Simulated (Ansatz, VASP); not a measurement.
CdS: VASP beside Ansatz

The input INCAR:

```
  ALGO = Normal
  EDIFF = 1E-6
  ENCUT = 520
  GGA = PE
  ISIF = 2
  ISMEAR = -1
  LASPH = True
  LCHARG = False
  LREAL = False
  LWAVE = False
  NBANDS = 16
  NELM = 100
  PREC = Accurate
  SIGMA = 0.05
```

Contents of KPOINTS:

```
k-points
0
Gamma
  8 8 8
```

File POSCAR:

```
CdS
1.0
    0.0000000000      2.6970395763      2.6970395763
    2.6970395763      0.0000000000      2.6970395763
    2.6970395763      2.6970395763      0.0000000000
Cd S
1 1
Direct
    0.0000000000      0.0000000000      0.0000000000
    0.5000000000      0.5000000000      0.5000000000
```

input.yaml

```yaml
crystal:
  lattice:
    - [0.0, 2.6970395763, 2.6970395763]
    - [2.6970395763, 0.0, 2.6970395763]
    - [2.6970395763, 2.6970395763, 0.0]
  atoms:
    - { symbol: Cd, position: [0.0, 0.0, 0.0] }
    - { symbol: S, position: [0.5, 0.5, 0.5] }
kpoints:
  mp_grid: { grid: [8, 8, 8] }
scf:
  occupations: { method: fermi_dirac, width: 0.05 }
hamiltonian:
  xc: pbe
  pseudopotentials: { kind: all_electron, lapw: { basis_error: 0.0005 } }
output:
  forces: true
  stress: true
  eigenvalues: true
```

Change from the starting cell: volume scaled by 0.94.

Alike in both runs: task single point; functional PBE; k mesh 8 × 8 × 8; occupations fermi-dirac, width 0.05 eV; no spin polarisation.

|  | VASP | Ansatz |
| --- | --- | --- |
| version | VASP 6.6.1 | Ansatz 0.2.0 |
| potentials or method | VASP PAW PBE potentials, release 64 (Cd, S), cutoff 520 eV | all-electron LAPW, scalar-relativistic |

VASP gave:

* gap on the k mesh at the Fermi level (eV): 0.25
* least direct gap on the mesh (eV): 1.95
* pressure (GPa): 5.1

Problem. Which values does Ansatz return?

Solution. gap on the k mesh at the Fermi level (eV): 0.26; least direct gap on the mesh (eV): 1.98; pressure (GPa): 4.6.

Ansatz ran all-electron here, and VASP with PAW potentials.
